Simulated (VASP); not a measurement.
W, 1 atom in the cell. Symmetry: Im-3m, No. 229, cubic system. Conventional cell: a = 3.135 Å, b = 3.135 Å, c = 3.135 Å, α = 90.00°, β = 90.00°, γ = 90.00°. W (site symmetry m-3m) has 14 W at 2.72 to 3.14 Å within 3.6 Å. 

| Quantity | Value |
| --- | --- |
| Program | VASP 6.6.1 |
| Task | single point |
| Functional | LDA |
| Potentials or basis | VASP PAW LDA potentials, release 64 (W_sv) |
| Cutoff | 520 eV |
| k mesh | 23 × 23 × 23 |
| Occupations | fermi-dirac, width 0.1 eV |
| Spin | no spin polarisation |
| Dipole correction | no |
| Further INCAR settings | ALGO = Normal; EDIFF = 1e-06; NBANDS = 13 |

Potentials or basis: VASP PAW LDA potentials, release 64 (W_sv).

Command:

```bash
$ cat potpaw_LDA.64/W_sv/POTCAR > POTCAR
$ mpirun -np 1 vasp_std > vasp.out
```

Hardware: 1 thread of AMD EPYC 7R43 64-Core Processor (Zen 3) (shared host).

**Question.** Estimate the wall time of this run.

**Answer.** It took 62 s on 1 thread of AMD EPYC 7R43 64-Core Processor (Zen 3), with other jobs on the host, peak memory 0.13 GiB. Counts: scf iterations 11, k points 364.
